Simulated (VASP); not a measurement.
A run of VASP 6.6.1:

INCAR

```
SYSTEM = B3As2
PREC     = Accurate       ! precision mode
ENCUT    = 600            ! plane-wave cutoff, eV
EDIFF    = 1E-7           ! SCF threshold, eV
ISMEAR   = 0              ! smearing method
SIGMA    = 0.1            ! smearing width, eV
LREAL    = .FALSE.        ! projectors in reciprocal space
LASPH    = .TRUE.         ! aspherical terms in the spheres
NELM     = 60             ! most SCF steps
ALGO     = Normal         ! electronic algorithm
ISIF     = 3              ! what is computed and relaxed
LWAVE    = .FALSE.        ! write WAVECAR
LCHARG   = .FALSE.        ! write CHGCAR
GGA      = PE             ! functional
IBRION   = 2              ! ionic algorithm
NSW      = 90             ! ionic steps
EDIFFG   = -0.04          ! ionic threshold
```

The input KPOINTS:

```
Automatic mesh
0
G
  4 4 6
  0 0 0
```

POSCAR

```
B3As2
1.0
    2.2352698198     -5.3170105078      0.0000000000
    2.2352698198      5.3170105078      0.0000000000
    0.0000000000      0.0000000000      2.9360182284
B As
3 2
Direct
    0.6922366007      0.6922366007      0.5000000000
    0.3077633993      0.3077633993      0.5000000000
    0.5000000000      0.5000000000      0.0000000000
    0.8481603561      0.1518396439      0.5000000000
    0.1518396439      0.8481603561      0.5000000000
```

Potentials or basis: VASP PAW PBE potentials, release 64 (B, As).

The run is started by

```console
$ cat potpaw_PBE.64/B/POTCAR potpaw_PBE.64/As/POTCAR > POTCAR
$ mpirun -np 1 vasp_std > vasp.out
```

Hardware: 1 thread of Intel(R) Xeon(R) 6975P-C (Granite Rapids), on a shared host.

Task: Estimate the wall time of this run.

Result: Wall time 90 s on 1 thread of Intel(R) Xeon(R) 6975P-C (Granite Rapids), on a shared host, peak memory 0.24 GiB. Counts: scf iterations 76, k points 28, ion steps 9.
